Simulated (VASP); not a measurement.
# Cu12CO in VASP: single point with PBE

Aim: the single point of Cu12CO with PBE.

Everything below comes from runs of VASP 6.6.1. Logs are shortened: lines on timing, memory, paths and dates and some standing lists are left out, and cuts for length are marked.

### 1 The cell of the first run

The cell holds a slab with vacuum, 14 atoms: a = 5.133 Å, b = 3.630 Å, c = 26.567 Å, α = 90.00°, β = 90.00°, γ = 90.00°.

### 2 Single point, PBE

INCAR

```
SYSTEM = Cu12CO
PREC     = Accurate       ! precision mode
ENCUT    = 520            ! plane-wave cutoff, eV
EDIFF    = 1E-6           ! SCF threshold, eV
ISMEAR   = 0              ! smearing method
SIGMA    = 0.1            ! smearing width, eV
LREAL    = .False.        ! projectors in reciprocal space
LASPH    = .True.         ! aspherical terms in the spheres
NELM     = 80             ! most SCF steps
ALGO     = Normal         ! electronic algorithm
ISIF     = 2              ! what is computed and relaxed
LWAVE    = .False.        ! write WAVECAR
LCHARG   = .False.        ! write CHGCAR
LDIPOL   = .True.       
IDIPOL   = 3            
DIPOL    = 0.5 0.5 0.465
GGA      = PE             ! functional
NBANDS   = 84             ! bands
```

KPOINTS

```
regular mesh
0
Gamma
  6 8 1
  0 0 0
```

POSCAR

```
Cu12CO
1.0
    5.1332392119      0.0000000000      0.0000000000
    0.0000000000      3.6297482562      0.0000000000
    0.0000000000      0.0000000000     26.5665490148
Cu C O
12 1 1
Direct
    0.2500000000      0.5000000000      0.3199512287
    0.7500000000      0.5000000000      0.3199512287
    0.5000000000      0.0000000000      0.3682567050
    0.0000000000      0.0000000000      0.3682567050
    0.7500000000      0.5000000000      0.4165621812
    0.2500000000      0.5000000000      0.4165621812
    0.0016720367      0.0000000000      0.4639028059
    0.4983279633      0.0000000000      0.4639028059
    0.2500000000      0.5000000000      0.5161420901
    0.7500000000      0.5000000000      0.5127545096
    0.5045803406      0.0000000000      0.5584841018
   -0.0045803406      0.0000000000      0.5584841018
    0.2500000000      0.5000000000      0.5909108404
    0.2500000000      0.5000000000      0.6354802419
```

Potentials or basis: VASP PAW PBE potentials, release 64 (Cu, C, O).

Launch:

```bash
cat potpaw_PBE.64/Cu/POTCAR potpaw_PBE.64/C/POTCAR potpaw_PBE.64/O/POTCAR > POTCAR
mpirun -np 1 vasp_std > vasp.out
```

OUTCAR:

```text
SYSTEM = Cu12CO
   PREC = Accurate
   ENCUT = 520
   EDIFF = 1E-6
   ISMEAR = 0
   LREAL = .False.
   LASPH = .True.
   NELM = 80
   ISIF = 2
   GGA = PE

 ion  position               nearest neighbor table
   1  0.250  0.500  0.320-   6 2.57   2 2.57   2 2.57   3 2.57   3 2.57   4 2.57   4 2.57
   2  0.750  0.500  0.320-   5 2.57   1 2.57   1 2.57   3 2.57   3 2.57   4 2.57   4 2.57
   3  0.500  0.000  0.368-   8 2.54   6 2.57   5 2.57   5 2.57   6 2.57   4 2.57   4 2.57   2 2.57
                             1 2.57   2 2.57   1 2.57
   4  0.000  0.000  0.368-   7 2.54   6 2.57   5 2.57   5 2.57   6 2.57   3 2.57   3 2.57   2 2.57
                             1 2.57   2 2.57   1 2.57
   5  0.750  0.500  0.417-  10 2.56   8 2.56   7 2.56   7 2.56   8 2.56   2 2.57   3 2.57   4 2.57
                             4 2.57   3 2.57   6 2.57   6 2.57
   6  0.250  0.500  0.417-   7 2.55   8 2.55   7 2.55   8 2.55   1 2.57   3 2.57   4 2.57   3 2.57
                             4 2.57   5 2.57   5 2.57   9 2.65
   7  0.002  0.000  0.464-  12 2.51   4 2.54   8 2.55   6 2.55   6 2.55   5 2.56   5 2.56  10 2.58
                            10 2.58   8 2.58   9 2.62   9 2.62
   8  0.498  0.000  0.464-  11 2.51   3 2.54   7 2.55   6 2.55   6 2.55   5 2.56   5 2.56  10 2.58
                            10 2.58   7 2.58   9 2.62   9 2.62
   9  0.250  0.500  0.516-  13 1.99  12 2.50  11 2.50  11 2.50  12 2.50  10 2.57  10 2.57   8 2.62
                             7 2.62   8 2.62   7 2.62   6 2.65
  10  0.750  0.500  0.513-  11 2.52  12 2.52  11 2.52  12 2.52   5 2.56   9 2.57   9 2.57   8 2.58
                             8 2.58   7 2.58   7 2.58
  11  0.505  0.000  0.558-  13 2.40  13 2.40   9 2.50   9 2.50   8 2.51  12 2.52  10 2.52  10 2.52
                            12 2.61
  12  0.995  0.000  0.558-  13 2.40  13 2.40   9 2.50   9 2.50   7 2.51  11 2.52  10 2.52  10 2.52
                            11 2.61
  13  0.250  0.500  0.591-  14 1.18   9 1.99  12 2.40  11 2.40  11 2.40  12 2.40
  14  0.250  0.500  0.635-  13 1.18

  LATTYP: Found a simple orthorhombic cell.
 ALAT       =     3.6297482562
 B/A-ratio  =     1.4142135624
 C/A-ratio  =     7.3191161314

  Lattice vectors:

 A1 = (   0.0000000000,  -3.6297482562,   0.0000000000)
 A2 = (   5.1332392119,   0.0000000000,   0.0000000000)
 A3 = (   0.0000000000,   0.0000000000,  26.5665490148)

Analysis of symmetry for initial positions (statically):
=====================================================================
 Subroutine PRICEL returns:
 Original cell was already a primitive cell.

 Routine SETGRP: Setting up the symmetry group for a
 simple orthorhombic supercell.

 Subroutine GETGRP returns: Found  4 space group operations
 (whereof  2 operations were pure point group operations)
 out of a pool of  8 trial point group operations.

The static configuration has the point symmetry C_1h.
 The point group associated with its full space group is C_2v.

Analysis of symmetry for dynamics (positions and initial velocities):
=====================================================================
 Subroutine PRICEL returns:
 Original cell was already a primitive cell.

 Routine SETGRP: Setting up the symmetry group for a
 simple orthorhombic supercell.

 Subroutine GETGRP returns: Found  4 space group operations
 (whereof  2 operations were pure point group operations)
 out of a pool of  8 trial point group operations.

The dynamic configuration has the point symmetry C_1h.
 The point group associated with its full space group is C_2v.

 Subroutine INISYM returns: Found  4 space group operations
 (whereof  2 operations are pure point group operations),
 and found     1 'primitive' translations

----------------------------------------------------------------------------------------

                                     Primitive cell

  volume of cell :     494.9977

  direct lattice vectors                    reciprocal lattice vectors
     5.133239212  0.000000000  0.000000000     0.194808767  0.000000000  0.000000000
     0.000000000  3.629748256  0.000000000     0.000000000  0.275501200  0.000000000
     0.000000000  0.000000000 26.566549015     0.000000000  0.000000000  0.037641321

  length of vectors
     5.133239212  3.629748256 26.566549015     0.194808767  0.275501200  0.037641321

  position of ions in fractional coordinates (direct lattice)
     0.250000000  0.500000000  0.319951229
     0.750000000  0.500000000  0.319951229
[... 56 lines left out ...]
 Following reciprocal coordinates:
            Coordinates               Weight
  0.000000  0.000000  0.000000      1.000000
  0.166667  0.000000  0.000000      2.000000
  0.333333  0.000000  0.000000      2.000000
  0.500000  0.000000  0.000000      1.000000
  0.000000  0.125000  0.000000      2.000000
  0.166667  0.125000  0.000000      4.000000
[... 12 lines left out ...]
  0.333333  0.500000  0.000000      2.000000
  0.500000  0.500000  0.000000      1.000000
   k-points           NKPTS =     20   k-points in BZ     NKDIM =     20   number of bands    NBANDS=     84
   number of dos      NEDOS =    301   number of ions     NIONS =     14
   total plane-waves  NPLWV = 224000
   dimension x,y,z NGX =    40 NGY =   28 NGZ =  200
   dimension x,y,z NGXF=    80 NGYF=   56 NGZF=  400
   ions per type =              12   1   1
   NGX,Y,Z   is equivalent  to a cutoff of  12.95, 12.82, 12.52 a.u.
   NGXF,Y,Z  is equivalent  to a cutoff of  25.91, 25.65, 25.03 a.u.
 SYSTEM =  Cu12CO
   PREC   = accura    normal or accurate (medium, high low for compatibility)
   ISTART =      0    job   : 0-new  1-cont  2-samecut
   ICHARG =      2    charge: 1-file 2-atom 10-const
   ISPIN  =      1    spin polarized calculation?
   LNONCOLLINEAR =      F non collinear calculations
   LSORBIT =      F    spin-orbit coupling
   LASPH  =      T    aspherical Exc in radial PAW
   ENCUT  =  520.0 eV  38.22 Ry    6.18 a.u.   9.54  6.75 49.40*2*pi/ulx,y,z
   NELM   =     80;   NELMIN=  2; NELMDL= -5     # of ELM steps
   EDIFF  = 0.1E-05   stopping-criterion for ELM
   LREAL  =      F    real-space projection
   EDIFFG = 0.1E-04   stopping-criterion for IOM
   NSW    =      0    number of steps for IOM
   IBRION =     -1    ionic relax: 0-MD 1-quasi-New 2-CG
   NFREE  =      0    steps in history (QN), initial steepest desc. (CG)
   ISIF   =      2    stress and relaxation
   ISYM   =      2    0-nonsym 1-usesym 2-fastsym
   POTIM  = 0.5000    time-step for ionic-motion
   TEBEG  =    0.0;   TEEND  =   0.0 temperature during run
   PSTRESS=    0.0 pullay stress
   NELECT =     142.0000    total number of electrons
   NUPDOWN=      -1.0000    fix difference up-down
   EMIN   =  10.00;   EMAX   =-10.00  energy-range for DOS
   EFERMI =   0.00;   METHOD = LEGACY
   ISMEAR =     0;   SIGMA  =   0.10  broadening in eV -4-tet -1-fermi 0-gaus
   EFERMI_NEDOS =   21; number of points for ismear=-14 and -15
   IALGO  =     38    algorithm
   IMIX   =      4    mixing-type and parameters
     AMIX     =   0.40;   BMIX     =  1.00
     AMIX_MAG =   1.60;   BMIX_MAG =  1.00
  volume/ion in A,a.u.               =      35.36       238.60
  Fermi-wavevector in a.u.,A,eV,Ry     =   1.079700  2.040338 15.861029  1.165753
  Thomas-Fermi vector in A             =   2.215672
   LORBIT       =      0    0 simple, 1 ext, 2 COOP (PROOUT), +10 PAW based schemes
   GGA     = PE    functional components
   LHFCALC =     F    Hartree Fock is set to
   AEXX    =    0.0000 exact exchange contribution
   IVDW    =     0    specifies the selected vdW correction
   LEPSILON=     F    determine dielectric tensor
   LRPA    =     F    only Hartree local field effects (RPA)
 non-spin polarized calculation
 Gauss-broadening in eV      SIGMA  =   0.10
  energy-cutoff  :      520.00
  volume of cell :      495.00
 maximum number of plane-waves:     13385
 NGX is ok and might be reduce to    40
   NGX = 19   NGY = 13   NGZ = 99

 dipolmoment           0.000000      0.000000     -0.208575 electrons x Angstroem

 number of electron     141.9999848 magnetization

 dipolmoment           0.000000      0.000000      0.078675 electrons x Angstroem

 Free energy of the ion-electron system (eV)
  ---------------------------------------------------
  ext. energy  EPLUGINS =         0.00000000
  ---------------------------------------------------
  free energy    TOTEN  =       -56.32080830 eV

  energy without entropy =      -56.29436097  energy(sigma->0) =      -56.30758463

 E-fermi :  -0.8838     XC(G=0):  -4.7600

 val. band max:       -0.8926075121   @ k =   0.1667   0.1250   0.0000
 cond. band min:      -0.8797039852   @ k =   0.3333   0.5000   0.0000
 fundamental gap:      0.0129035269
 Fermi energy:        -0.8838214896

 k-point     1 :       0.0000    0.0000    0.0000
  band No.  band energies     occupation
      1     -24.5706      2.00000
      2     -11.5172      2.00000
      3      -9.4959      2.00000
      4      -8.5484      2.00000
      5      -7.9104      2.00000
      6      -7.6254      2.00000
[... 1709 lines left out ...]
     82       4.0958      0.00000
     83       5.1174      0.00000
 [bands above 83 left out]

------------------------ aborting loop because EDIFF is reached ----------------------------------------

 vacuum level on the upper side and lower side of the slab       (xc-potential included)         0.212        -0.558

  FORCE on cell =-STRESS in cart. coord.  units (eV):
  Direction    XX          YY          ZZ          XY          YZ          ZX
  --------------------------------------------------------------------------------------
  -------------------------------------------------------------------------------------
  Total       -1.3117417     -3.8148863      0.2806362      0.0000000      0.0000000      0.0000000
  in kB       -4.2457631    -12.3477842      0.9083455      0.0000000      0.0000000      0.0000000
  external PRESSURE =      -5.2284006 kB  Pullay stress =       0.0000000 kB

 VOLUME and BASIS-vectors are now :
 -----------------------------------------------------------------------------
  energy-cutoff  :      520.00
  volume of cell :      495.00
      direct lattice vectors                 reciprocal lattice vectors
     5.133239212  0.000000000  0.000000000     0.194808767  0.000000000  0.000000000
     0.000000000  3.629748256  0.000000000     0.000000000  0.275501200  0.000000000
     0.000000000  0.000000000 26.566549015     0.000000000  0.000000000  0.037641321

 POSITION                                       TOTAL-FORCE (eV/Angst)
 -----------------------------------------------------------------------------------
      1.28331      1.81487      8.50000         0.000000      0.000000      0.349688
      3.84993      1.81487      8.50000         0.000000      0.000000      0.342851
      2.56662      0.00000      9.78331         0.038220      0.000000     -0.441631
      0.00000      0.00000      9.78331        -0.038220      0.000000     -0.441631
      3.84993      1.81487     11.06662         0.000000      0.000000     -0.076585
      1.28331      1.81487     11.06662         0.000000      0.000000      0.201578
      0.00858      0.00000     12.32430         0.005260      0.000000      0.010325
      2.55804      0.00000     12.32430        -0.005260      0.000000      0.010325
      1.28331      1.81487     13.71211         0.000000      0.000000     -0.031573
      3.84993      1.81487     13.62212         0.000000      0.000000     -0.001915
      2.59013      0.00000     14.83700         0.002350      0.000000      0.014832
      5.10973      0.00000     14.83700        -0.002350      0.000000      0.014832
      1.28331      1.81487     15.69846         0.000000      0.000000     -0.609691
      1.28331      1.81487     16.88252         0.000000      0.000000      0.658595
 -----------------------------------------------------------------------------------
    total drift:                               -0.000000      0.000000     -0.000266

  FREE ENERGIE OF THE ION-ELECTRON SYSTEM (eV)
  ---------------------------------------------------
  free  energy   TOTEN  =       -56.3208082996 eV

  energy  without entropy=      -56.2943609703  energy(sigma->0) =      -56.30758463

 vacuum level on the upper side and lower side of the slab         4.179         3.409
```

It took 21 min on 1 thread of AMD EPYC 9R45 (Zen 5), shared host; peak memory 0.85 GiB.

What came out:

- Free energy: -56.3208 eV
- Largest force: 0.659 eV/Å
- Band gap on the k mesh: zero (bands 71 and 72 overlap by 0.47 eV)

Forces in eV/Å, atoms in the order of the input:
```
Cu   0.000  0.000  0.350
Cu   0.000  0.000  0.343
Cu   0.038  0.000 -0.442
Cu  -0.038  0.000 -0.442
Cu   0.000  0.000 -0.077
Cu   0.000  0.000  0.202
Cu   0.005  0.000  0.010
Cu  -0.005  0.000  0.010
Cu   0.000  0.000 -0.032
Cu   0.000  0.000 -0.002
Cu   0.002  0.000  0.015
Cu  -0.002  0.000  0.015
C    0.000  0.000 -0.610
O    0.000  0.000  0.659
```
